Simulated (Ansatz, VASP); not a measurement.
## One calculation of Zr, two programs

The input POSCAR:

```
Zr
1.0
    3.2445832200      0.0000000000      0.0000000000
   -1.6222916100      2.8098914932      0.0000000000
    0.0000000000      0.0000000000      5.1573641137
Zr
2
Direct
    0.3333333333      0.6666666667      0.2500000000
    0.6666666667      0.3333333333      0.7500000000
```

Contents of INCAR.step1:

```
SYSTEM = Zr
PREC = Accurate ; ENCUT = 520
ISMEAR = 0 ; SIGMA = 1.0
LREAL = .False. ; LASPH = .True.
NELM = 100 ; NBANDS = 19
GGA = PE ; ALGO = Normal
EDIFF = 1E-4 ; LWAVE = .True.
LCHARG = .False.
```

INCAR.step2

```
SYSTEM = Zr
PREC = Accurate ; ENCUT = 520
EDIFF = 1E-7 ; ISMEAR = 0
SIGMA = 1.0 ; LREAL = .False.
LASPH = .True. ; NELM = 100
ALGO = Normal ; ISIF = 2
LWAVE = .False. ; LCHARG = .False.
METAGGA = R2SCAN ; LMIXTAU = .True.
NBANDS = 19 ; ISTART = 1
```

Contents of KPOINTS:

```
regular mesh
0
Gamma
  11 11 6
  0 0 0
```

Input for Ansatz:

```yaml
crystal:
  lattice:
    - [3.24458322, 0.0, 0.0]
    - [-1.62229161, 2.8098914932, 0.0]
    - [0.0, 0.0, 5.1573641137]
  atoms:
    - { symbol: Zr, position: [0.3333333333, 0.6666666667, 0.25] }
    - { symbol: Zr, position: [0.6666666667, 0.3333333333, 0.75] }
hamiltonian:
  xc: r2scan
  pseudopotentials:
    kind: paw
    azcp:
      Zr: "pseudopotentials/Zr.paw.azcp"
basis:
  ecutwfc: 500
  fft_grid_basis: typed
kpoints:
  mp_grid: { grid: [11, 11, 6], shift: [0, 0, 0] }
magnetization:
  spin_polarized: false
scf:
  occupations: { method: gaussian, width: 1.0 }
  lower_state_search: "off"
output:
  stress: true
```

Alike in both runs: task single point; functional r2SCAN; k mesh 11 × 11 × 6; occupations gaussian, width 1 eV; no spin polarisation.

|  | VASP | Ansatz |
| --- | --- | --- |
| version | VASP 6.6.1 | Ansatz 0.2.0 |
| potentials or method | VASP PAW PBE potentials, release 64 (Zr_sv), cutoff 520 eV | plane waves (500 eV) with PAW, scalar-relativistic |
| valence electrons in the cell | 24 | 24 |

|  | VASP | Ansatz | Ansatz less VASP |
| --- | --- | --- | --- |
| pressure (GPa) | 2.0 | 2.0 | 0.00 |
| traceless stress, the component that is largest in VASP (GPa) | 1.39 | 1.39 | +0.004 |

VASP's potentials were made for PBE, not for r2SCAN.
